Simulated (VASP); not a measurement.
Write the native input for VASP 6.6.1 that does the following.

```yaml
Task: single point
Functional: PBEsol
Potentials_or_basis: VASP PAW PBE potentials, release 64 (Al)
Cutoff: 520 eV
k_mesh: 11 × 11 × 6
Occupations: fermi-dirac, width 0.05 eV
Spin: no spin polarisation
Dipole_correction: no
Further_INCAR_settings: ALGO = Normal; EDIFF = 1e-06; NBANDS = 10
```

The structure of Al lies in POSCAR:

```
Al
1.0
    2.7744445386      0.0000000000      0.0000000000
   -1.3872222692      2.4027394518      0.0000000000
    0.0000000000      0.0000000000      4.8010736936
Al
2
Direct
    0.3333333333      0.6666666667      0.2500000000
    0.6666666667      0.3333333333      0.7500000000
```

This cell differs from its parent crystal: volume scaled by 0.96.

One way to write it, as run:

INCAR

```
SYSTEM = Al
ALGO = Normal
EDIFF = 1E-6
ENCUT = 520
GGA = PS
ISIF = 2
ISMEAR = -1
LASPH = .True.
LCHARG = .False.
LREAL = .False.
LWAVE = .False.
NBANDS = 10
NELM = 100
PREC = Accurate
SIGMA = 0.05
```

KPOINTS

```
k-points
0
Gamma
  11 11 6
  0 0 0
```

Potentials or basis: VASP PAW PBE potentials, release 64 (Al).

Run with:

```console
$ cat potpaw_PBE.64/Al/POTCAR > POTCAR
$ mpirun -np 1 vasp_std > vasp.out
```

Results of the run:

- Pressure: 2.0 GPa
- Band gap on the k mesh: zero (band 3 reaches 11.79 eV, above the bottom of band 4 at 5.30 eV)

Caveat: the PAW data sets were made with another functional, which shifts forces and pressure a little.

It took 6.8 s on 1 thread of Intel(R) Xeon(R) Platinum 8488C (Sapphire Rapids), on a shared host, peak memory 0.15 GiB.
